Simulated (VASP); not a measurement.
Runs of VASP 6.6.1 on Sc. The structure is that of space group Fm-3m (No. 225), or close to it. The cells are those of the table. This isn't the form of Sc at room conditions, which is hcp.

```tsv
task	level	potentials or basis	cell	k mesh	cutoff (eV)	smearing	tolerance level	purpose	start	route	dipole correction	gap on the mesh (eV)	pressure (GPa)
single point	PBE	VASP PAW PBE potentials, release 64 (Sc_sv)	a = 3.196 Å, angles 60.0°, 1 atom	13 × 13 × 13	400	methfessel-paxton 0.1 eV	tight	restart	from scratch	-	-	none	3.6
band structure	PBE	VASP PAW PBE potentials, release 64 (Sc_sv)	a = 3.196 Å, angles 60.0°, 1 atom	23 × 23 × 23	500	methfessel-paxton of order 2 0.05 eV	tight	bands	-	KPOINTS_OPT	-	-	3.7
single point	LDA	VASP PAW LDA potentials, release 64 (Sc_sv)	a = 3.196 Å, angles 60.0°, 1 atom	10 × 10 × 10	500	methfessel-paxton 0.05 eV	-	-	-	-	no	none	-1.5
single point	RPBE+D3(BJ)	VASP PAW PBE potentials, release 64 (Sc_sv)	a = 3.349 Å, angles 60.0°, 1 atom	10 × 10 × 10	500	fermi-dirac 0.15 eV	-	-	-	-	no	none	(a)
single point	PBE	VASP PAW PBE potentials, release 64 (Sc_sv)	a = 3.196 Å, angles 60.0°, 1 atom	14 × 14 × 14	260	tetrahedron 0.1 eV	screening	density of states	-	-	-	none	-
single point	PBE	VASP PAW PBE potentials, release 64 (Sc_sv)	a = 3.196 Å, angles 60.0°, 1 atom	31 × 31 × 31	450	tetrahedron 0.1 eV	screening	density of states	-	-	-	none	-
```

Alike in all rows: no spin polarisation.

Question: Fill in the values left out.

Answer: (a) -19.7.

Caveats: the cell stands under pressure (at least some runs); tetrahedron occupations give inexact forces and stress in metals (at least some runs); the cell stands under tension (at least some runs); the PAW data sets were made with another functional, which shifts forces and pressure a little (at least some runs); the cutoff is under 1.25 times the usual one of these potentials, so pressure, stress and relaxed cells hold a basis-set (Pulay) error (at least some runs).

A gap of «none» marks levels without a gap at the run's occupations.
